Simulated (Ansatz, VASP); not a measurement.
GeP5: VASP beside Ansatz

```
CELL_PARAMETERS angstrom
5.97272 0.00000 0.00000
-2.98636 5.17253 0.00000
0.00000 0.00000 3.34142
ATOMIC_POSITIONS crystal
Ge 0.00000 0.00000 0.00000
P 0.50000 0.00000 0.00000
P 0.00000 0.50000 0.00000
P 0.50000 0.50000 0.00000
P 0.33333 0.66667 0.50000
P 0.66667 0.33333 0.50000
```

Alike in both runs: task relaxation of cell and atoms; functional PBE; k mesh 6 × 6 × 12; occupations gaussian, width 0.1 eV; no spin polarisation.

|  | VASP | Ansatz |
| --- | --- | --- |
| version | VASP 6.6.1 | Ansatz 0.2.0 |
| potentials or method | VASP PAW PBE potentials, release 64 (Ge_d, P), cutoff 600 eV | scalar-relativistic, plane waves, PAW |
| valence electrons in the cell | 39 | 39 |

|  | VASP | Ansatz | Ansatz less VASP |
| --- | --- | --- | --- |
| gap on the k mesh at the Fermi level, each at its own relaxed structure (eV) | none | none | - |
| relaxed volume (Å³/atom) | 17.36 | 17.40 | +0.037 |
| relaxed length of the cell vector where the two differ most in proportion (Å) | 3.191 | 3.196 | +0.0051 |

A gap of «none» marks a metal or a gap that the smearing closes.
